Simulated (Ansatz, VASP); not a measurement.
**One calculation of Al3B2W, two programs**

```
Al B W
1.0
     3.89851    0.00000    0.00000
     0.00000    3.89851    0.00000
     0.00000    0.00000    5.65963
Al B W
3 2 1
Direct
  0.00000 0.50000 0.00000
  0.50000 0.00000 0.00000
  0.50000 0.50000 0.50000
  0.50000 0.50000 0.14549
  0.50000 0.50000 0.85451
  0.00000 0.00000 0.50000
```

Alike in both runs: functional PBE; k mesh 4 × 4 × 3; occupations gaussian, width 0.2 eV; no spin polarisation.

Ansatz relaxed the structure, and its values are those at the end. VASP's run is a single point on that final structure, the one shown.

|  | VASP | Ansatz |
| --- | --- | --- |
| version | VASP 6.6.1 | Ansatz 0.2.0 |
| potentials or method | VASP PAW PBE potentials, release 64 (Al, B, W_sv), cutoff 500 eV | scalar-relativistic, plane waves, PAW |
| valence electrons in the cell | 29 | 29 |

```tsv
	VASP	Ansatz	Ansatz less VASP
gap on the k mesh at the Fermi level (eV)	none	none	-
pressure (GPa)	-0.2	-0.1	+0.03
rms of the force components (eV/Å)	0.001	0.005	+0.0041
```

A gap of «none» marks a metal or a gap that the smearing closes.

The k mesh is coarse, so the values compare programs but aren't converged. Spin-orbit coupling is off throughout.
